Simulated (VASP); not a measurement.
Write the native input for VASP 6.6.1 that does the following.

```
Task                   : single point
Functional             : PBE
Potentials or basis    : VASP PAW PBE potentials, release 64 (Y_sv, Sb, Se)
Cutoff                 : 520 eV
k mesh                 : 3 × 3 × 4
Occupations            : gaussian, width 0.1 eV
Spin                   : no spin polarisation
Dipole correction      : no
Further INCAR settings : ALGO = Normal; EDIFF = 1e-06; NBANDS = 34
```

The structure of YSb5Se2 lies in POSCAR:

```
YSb5Se2
1.0
    6.9847209500      0.0000000000      0.0000000000
   -3.4923604800      6.0489457800      0.0000000000
    0.0000000000      0.0000000000      5.5088786800
Y Sb Se
1 5 2
Direct
    0.0000000000      0.0000000000      0.5000000000
    0.4048676300      0.0000000000      0.0000000000
    0.0000000000      0.4048676300      0.0000000000
    0.5951323700      0.5951323700      0.0000000000
    0.3333333300      0.6666666700      0.5000000000
    0.6666666700      0.3333333300      0.5000000000
    0.3333333300      0.6666666700      0.0000000000
    0.6666666700      0.3333333300      0.0000000000
```

These files were run (other wordings do the same):

INCAR

```
SYSTEM = YSb5Se2
PREC = Accurate
ENCUT = 520
EDIFF = 1E-6
ISMEAR = 0
SIGMA = 0.1
LREAL = .FALSE.
LASPH = .TRUE.
NELM = 100
ALGO = Normal
ISIF = 2
LWAVE = .FALSE.
LCHARG = .FALSE.
GGA = PE
NBANDS = 34
```

KPOINTS

```
regular mesh
0
G
  3 3 4
  0 0 0
```

Potentials or basis: VASP PAW PBE potentials, release 64 (Y_sv, Sb, Se).

Launch:

```bash
$ cat potpaw_PBE.64/Y_sv/POTCAR potpaw_PBE.64/Sb/POTCAR potpaw_PBE.64/Se/POTCAR > POTCAR
$ mpirun -np 1 vasp_std > vasp.out
```

Results of the run:

```
Pressure               : 35.2 GPa
Largest force          : 8.439 eV/Å
Band gap on the k mesh : zero (band 24 reaches 6.58 eV, above the bottom of band 25 at 6.21 eV)
```

Caveat: spin-orbit coupling is left out, which moves the levels of the heavy elements; forces of over 1 eV/Å act on the atoms, so gaps and moduli don't describe the material at rest.

Run time: 96 s on 1 thread of Intel(R) Xeon(R) Platinum 8488C (Sapphire Rapids), with other jobs on the host, peak memory 0.38 GiB.
